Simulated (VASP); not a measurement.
Here is a VASP 6.6.1 calculation.

Contents of INCAR:

```
ALGO = Normal ; EDIFF = 1E-6
ENCUT = 520 ; GGA = PE
ISIF = 2 ; ISMEAR = 0
LASPH = T ; LCHARG = T
LELF = T ; LREAL = F
LVHAR = T ; LWAVE = F
NBANDS = 11 ; NELM = 100
PREC = Accurate ; SIGMA = 0.05
```

The input KPOINTS:

```
k-points
0
Gamma
  12 12 12
```

Contents of POSCAR:

```
BN
1.0
    0.0000000000      1.8123485119      1.8939041949
    1.8123485119      0.0000000000      1.8939041949
    1.8123485119      1.8123485119      0.0000000000
B N
1 1
Direct
    0.0000000000      0.0000000000      0.0000000000
    0.7500000000      0.7500000000      0.7500000000
```

Potentials or basis: VASP PAW PBE potentials, release 64 (B, N).

Command:

```bash
$ cat potpaw_PBE.64/B/POTCAR potpaw_PBE.64/N/POTCAR > POTCAR
$ mpirun -np 1 vasp_std > vasp.out
```

Estimate the band gap on the k mesh.

4.02 eV, indirect (least direct gap 8.33 eV).

Predict the pressure.

-15.0 GPa.

Stress tensor (GPa, compression positive):
```
 -5.86   0.00   0.00
  0.00  -5.86   0.00
  0.00   0.00 -33.18
```

Caveat: the cell differs from its parent crystal (strain +0.0450 x Voigt [0, 0, 1, 0, 0, 0]). A k mesh can miss the band edges.
